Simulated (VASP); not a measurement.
# SnSe2 (P-3m1) in VASP: a series of runs

Aim: see how the results for SnSe2 move with the level of theory and the settings. Levels: PBE, RPBE, b88 exchange, pbe correlation. Tasks: single point, relaxation of cell and atoms.

Everything below comes from runs of VASP 6.6.1. Logs are shortened: lines on timing, memory, paths and dates and some standing lists are left out, and cuts for length are marked.

## (1) The cell of the first run

It takes space group P-3m1 (No. 164, trigonal). The conventional cell has a = 3.811 Å, b = 3.811 Å, c = 6.136 Å, α = 90.00°, β = 90.00°, γ = 120.00°. Within 3.5 Å of Sn (site symmetry -3m) lie 6 Se at 2.68 Å. Within 3.5 Å of Se (site symmetry 3m) lie 3 Sn at 2.68 Å.

## (2) Single point, PBE

The input, INCAR:

```
ALGO = Normal ; EDIFF = 1E-6
ENCUT = 500 ; GGA = PE
GGA_COMPAT = False ; ISIF = 2
ISMEAR = -1 ; LASPH = True
LCHARG = False ; LREAL = False
LWAVE = False ; NBANDS = 20
NELM = 120 ; PREC = Accurate
SIGMA = 0.02
```

The input, KPOINTS:

```
k-points
0
Gamma
  4 4 2
```

The input, POSCAR:

```
SnSe2
1.0
    3.8110000000      0.0000000000      0.0000000000
   -1.9055000000      3.3004228138      0.0000000000
    0.0000000000      0.0000000000      6.1360000000
Sn Se
1 2
Direct
    0.0000000000      0.0000000000      0.0000000000
    0.6666666667      0.3333333333      0.7510000000
    0.3333333333      0.6666666667      0.2490000000
```

Potentials or basis: VASP PAW PBE potentials, release 64 (Sn_d, Se).

Started as:

```bash
$ cat potpaw_PBE.64/Sn_d/POTCAR potpaw_PBE.64/Se/POTCAR > POTCAR
$ mpirun -np 1 vasp_std > vasp.out
```

OUTCAR:

```text
EDIFF = 1E-6
   ENCUT = 500
   GGA = PE
   ISIF = 2
   ISMEAR = -1
   LASPH = True
   LREAL = False
   NELM = 120
   PREC = Accurate

 ion  position               nearest neighbor table
   1  0.000  0.000  0.000-   2 2.68   3 2.68   3 2.68   2 2.68   2 2.68   3 2.68
   2  0.667  0.333  0.751-   1 2.68   1 2.68   1 2.68
   3  0.333  0.667  0.249-   1 2.68   1 2.68   1 2.68

  LATTYP: Found a hexagonal cell.
 ALAT       =     3.8110000000
 C/A-ratio  =     1.6100760955

  Lattice vectors:

 A1 = (   3.8110000000,   0.0000000000,   0.0000000000)
 A2 = (  -1.9055000000,   3.3004228138,   0.0000000000)
 A3 = (   0.0000000000,   0.0000000000,   6.1360000000)

Analysis of symmetry for initial positions (statically):
=====================================================================
 Subroutine PRICEL returns:
 Original cell was already a primitive cell.

 Routine SETGRP: Setting up the symmetry group for a
 hexagonal supercell.

 Subroutine GETGRP returns: Found 12 space group operations
 (whereof 12 operations were pure point group operations)
 out of a pool of 24 trial point group operations.

The static configuration has the point symmetry D_3d.

Analysis of symmetry for dynamics (positions and initial velocities):
=====================================================================
 Subroutine PRICEL returns:
 Original cell was already a primitive cell.

 Routine SETGRP: Setting up the symmetry group for a
 hexagonal supercell.

 Subroutine GETGRP returns: Found 12 space group operations
 (whereof 12 operations were pure point group operations)
 out of a pool of 24 trial point group operations.

The dynamic configuration has the point symmetry D_3d.

 Subroutine INISYM returns: Found 12 space group operations
 (whereof 12 operations are pure point group operations),
 and found     1 'primitive' translations

----------------------------------------------------------------------------------------

                                     Primitive cell

  volume of cell :      77.1781

  direct lattice vectors                    reciprocal lattice vectors
     3.811000000  0.000000000  0.000000000     0.262398321  0.151495741  0.000000000
    -1.905500000  3.300422814  0.000000000     0.000000000  0.302991482  0.000000000
     0.000000000  0.000000000  6.136000000     0.000000000  0.000000000  0.162972621

  length of vectors
     3.811000000  3.811000000  6.136000000     0.302991482  0.302991482  0.162972621

  position of ions in fractional coordinates (direct lattice)
     0.000000000  0.000000000  0.000000000
     0.666666667  0.333333333  0.751000000
     0.333333333  0.666666667  0.249000000

  ion indices of the primitive-cell ions
   primitive index   ion index
                 1           1
                 2           2
                 3           3

----------------------------------------------------------------------------------------

 KPOINTS: k-points

Automatic generation of k-mesh.
 Grid dimensions read from file:
 generate k-points for:    4    4    2

 Generating k-lattice:

  Cartesian coordinates                     Fractional coordinates (reciprocal lattice)
     0.065599580  0.037873935  0.000000000     0.250000000  0.000000000  0.000000000
     0.000000000  0.075747871  0.000000000     0.000000000  0.250000000  0.000000000
     0.000000000  0.000000000  0.081486310     0.000000000  0.000000000  0.500000000

  Length of vectors
     0.075747871  0.075747871  0.081486310

  Shift w.r.t. Gamma in fractional coordinates (k-lattice)
     0.000000000  0.000000000  0.000000000

 Subroutine IBZKPT returns following result:
 ===========================================

 Found      8 irreducible k-points:

 Following reciprocal coordinates:
            Coordinates               Weight
  0.000000  0.000000  0.000000      1.000000
  0.250000 -0.000000  0.000000      6.000000
  0.500000 -0.000000  0.000000      3.000000
  0.250000  0.250000  0.000000      6.000000
  0.000000  0.000000  0.500000      1.000000
  0.250000 -0.000000  0.500000      6.000000
  0.500000 -0.000000  0.500000      3.000000
  0.250000  0.250000  0.500000      6.000000
   k-points           NKPTS =      8   k-points in BZ     NKDIM =      8   number of bands    NBANDS=     20
   number of dos      NEDOS =    301   number of ions     NIONS =      3
   total plane-waves  NPLWV =  37632
   dimension x,y,z NGX =    28 NGY =   28 NGZ =   48
   dimension x,y,z NGXF=    56 NGYF=   56 NGZF=   96
   ions per type =               1   2
   NGX,Y,Z   is equivalent  to a cutoff of  12.21, 12.21, 13.00 a.u.
   NGXF,Y,Z  is equivalent  to a cutoff of  24.43, 24.43, 26.01 a.u.
 SYSTEM =  unknown system
   PREC   = accura    normal or accurate (medium, high low for compatibility)
   ISTART =      0    job   : 0-new  1-cont  2-samecut
   ICHARG =      2    charge: 1-file 2-atom 10-const
   ISPIN  =      1    spin polarized calculation?
   LNONCOLLINEAR =      F non collinear calculations
   LSORBIT =      F    spin-orbit coupling
   LASPH  =      T    aspherical Exc in radial PAW
   ENCUT  =  500.0 eV  36.75 Ry    6.06 a.u.   6.95  6.95 11.19*2*pi/ulx,y,z
   NELM   =    120;   NELMIN=  2; NELMDL= -5     # of ELM steps
   EDIFF  = 0.1E-05   stopping-criterion for ELM
   LREAL  =      F    real-space projection
   EDIFFG = 0.1E-04   stopping-criterion for IOM
   NSW    =      0    number of steps for IOM
   IBRION =     -1    ionic relax: 0-MD 1-quasi-New 2-CG
   NFREE  =      0    steps in history (QN), initial steepest desc. (CG)
   ISIF   =      2    stress and relaxation
   ISYM   =      2    0-nonsym 1-usesym 2-fastsym
   POTIM  = 0.5000    time-step for ionic-motion
   TEBEG  =    0.0;   TEEND  =   0.0 temperature during run
   PSTRESS=    0.0 pullay stress
   NELECT =      26.0000    total number of electrons
   NUPDOWN=      -1.0000    fix difference up-down
   EMIN   =  10.00;   EMAX   =-10.00  energy-range for DOS
   EFERMI =   0.00;   METHOD = LEGACY
   ISMEAR =    -1;   SIGMA  =   0.02  broadening in eV -4-tet -1-fermi 0-gaus
   EFERMI_NEDOS =   21; number of points for ismear=-14 and -15
   IALGO  =     38    algorithm
   IMIX   =      4    mixing-type and parameters
     AMIX     =   0.40;   BMIX     =  1.00
     AMIX_MAG =   1.60;   BMIX_MAG =  1.00
  volume/ion in A,a.u.               =      25.73       173.61
  Fermi-wavevector in a.u.,A,eV,Ry     =   1.139116  2.152617 17.654722  1.297585
  Thomas-Fermi vector in A             =   2.275820
   LORBIT       =      0    0 simple, 1 ext, 2 COOP (PROOUT), +10 PAW based schemes
   GGA     = PE    functional components
   LHFCALC =     F    Hartree Fock is set to
   AEXX    =    0.0000 exact exchange contribution
   IVDW    =     0    specifies the selected vdW correction
   LEPSILON=     F    determine dielectric tensor
   LRPA    =     F    only Hartree local field effects (RPA)
 non-spin polarized calculation
  energy-cutoff  :      500.00
  volume of cell :       77.18
 maximum number of plane-waves:      1977
 NGX is ok and might be reduce to    28
   NGX = 13   NGY = 13   NGZ = 23

 number of electron      26.0000006 magnetization

 Free energy of the ion-electron system (eV)
  ---------------------------------------------------
  ext. energy  EPLUGINS =         0.00000000
  ---------------------------------------------------
  free energy    TOTEN  =       -11.65474910 eV

  energy without entropy =      -11.65474910  energy(sigma->0) =      -11.65474910

 E-fermi :   4.5976     XC(G=0):  -9.4453

 val. band max:        4.1838909016   @ k =   0.0000   0.0000   0.0000
 cond. band min:       5.0553891712   @ k =   0.5000  -0.0000   0.5000
 fundamental gap:      0.8714982695
 Fermi energy:         4.5976089328

 k-point     1 :       0.0000    0.0000    0.0000
  band No.  band energies     occupation
      1     -17.0982      2.00000
      2     -17.0982      2.00000
      3     -17.0665      2.00000
      4     -17.0476      2.00000
      5     -17.0476      2.00000
      6      -9.8122      2.00000
[... 12 lines left out ...]
     19      13.1202      0.00000
     20      13.1202      0.00000

 k-point     2 :       0.2500   -0.0000    0.0000
  band No.  band energies     occupation
      1     -17.1283      2.00000
      2     -17.0854      2.00000
      3     -17.0613      2.00000
      4     -17.0459      2.00000
      5     -17.0382      2.00000
      6      -9.2088      2.00000
[... 12 lines left out ...]
     19      12.3852      0.00000
     20      13.8067      0.00000

 k-point     3 :       0.5000   -0.0000    0.0000
  band No.  band energies     occupation
      1     -17.1606      2.00000
      2     -17.0819      2.00000
      3     -17.0700      2.00000
      4     -17.0279      2.00000
      5     -17.0192      2.00000
      6      -8.1446      2.00000
[... 12 lines left out ...]
     19      14.1942      0.00000
     20      14.8293      0.00000

 k-point     4 :       0.2500    0.2500    0.0000
  band No.  band energies     occupation
      1     -17.1382      2.00000
      2     -17.1005      2.00000
      3     -17.0536      2.00000
      4     -17.0436      2.00000
      5     -17.0245      2.00000
      6      -8.2434      2.00000
[... 12 lines left out ...]
     19      11.6153      0.00000
     20      14.0027      0.00000

 k-point     5 :       0.0000    0.0000    0.5000
  band No.  band energies     occupation
      1     -17.0982      2.00000
      2     -17.0982      2.00000
      3     -17.0663      2.00000
      4     -17.0476      2.00000
      5     -17.0476      2.00000
      6      -9.6416      2.00000
[... 12 lines left out ...]
     19      12.5640      0.00000
     20      12.5640      0.00000

 k-point     6 :       0.2500   -0.0000    0.5000
  band No.  band energies     occupation
      1     -17.1284      2.00000
      2     -17.0854      2.00000
      3     -17.0613      2.00000
      4     -17.0458      2.00000
      5     -17.0382      2.00000
      6      -9.0495      2.00000
[... 12 lines left out ...]
     19      12.6068      0.00000
     20      13.3530      0.00000

 k-point     7 :       0.5000   -0.0000    0.5000
  band No.  band energies     occupation
      1     -17.1608      2.00000
      2     -17.0820      2.00000
      3     -17.0701      2.00000
      4     -17.0277      2.00000
      5     -17.0192      2.00000
      6      -8.0493      2.00000
[... 12 lines left out ...]
     19      14.0491      0.00000
     20      14.9310      0.00000

 k-point     8 :       0.2500    0.2500    0.5000
  band No.  band energies     occupation
      1     -17.1384      2.00000
      2     -17.1006      2.00000
      3     -17.0536      2.00000
      4     -17.0435      2.00000
      5     -17.0244      2.00000
      6      -8.1354      2.00000
[... 12 lines left out ...]
     19      12.3967      0.00000
     20      12.8346      0.00000

------------------------ aborting loop because EDIFF is reached ----------------------------------------

  FORCE on cell =-STRESS in cart. coord.  units (eV):
  Direction    XX          YY          ZZ          XY          YZ          ZX
  --------------------------------------------------------------------------------------
  -------------------------------------------------------------------------------------
  Total        2.8724940      2.8724940      2.8691992      0.0000000      0.0000000      0.0000000
  in kB       59.6315126     59.6315126     59.5631143      0.0000000      0.0000000      0.0000000
  external PRESSURE =      59.6087132 kB  Pullay stress =       0.0000000 kB

 VOLUME and BASIS-vectors are now :
 -----------------------------------------------------------------------------
  energy-cutoff  :      500.00
  volume of cell :       77.18
      direct lattice vectors                 reciprocal lattice vectors
     3.811000000  0.000000000  0.000000000     0.262398321  0.151495741  0.000000000
    -1.905500000  3.300422814  0.000000000     0.000000000  0.302991482  0.000000000
     0.000000000  0.000000000  6.136000000     0.000000000  0.000000000  0.162972621

 POSITION                                       TOTAL-FORCE (eV/Angst)
 -----------------------------------------------------------------------------------
      0.00000      0.00000      0.00000         0.000000      0.000000     -0.000000
      1.90550      1.10014      4.60814        -0.000000     -0.000000     -0.759437
     -0.00000      2.20028      1.52786         0.000000      0.000000      0.759437
 -----------------------------------------------------------------------------------
    total drift:                                0.000000      0.000000     -0.000000

  FREE ENERGIE OF THE ION-ELECTRON SYSTEM (eV)
  ---------------------------------------------------
  free  energy   TOTEN  =       -11.6547490983 eV

  energy  without entropy=      -11.6547490982  energy(sigma->0) =      -11.65474910
```

Wall time 26 s (1 thread of Intel Xeon 8259CL, shared host); peak memory 0.18 GiB.

What came out:

```yaml
Free_energy: -11.6547 eV
Pressure: 6.0 GPa
Largest_force: 0.759 eV/Å
Band_gap_on_the_k_mesh: 0.87 eV (least direct gap 1.09 eV)
```

Forces in eV/Å, atoms in the order of the input:
```
Sn   0.000  0.000  0.000
Se   0.000  0.000 -0.759
Se   0.000  0.000  0.759
```

Caveat: the k points lie up to 0.51 Å⁻¹ apart; spin-orbit coupling is left out, which moves the levels of the heavy elements; this functional lacks dispersion, which binds the layers, so the pressure and a relaxed spacing across them are unreliable. A k mesh can miss the band edges.

(Continued in part 2 of 2.)
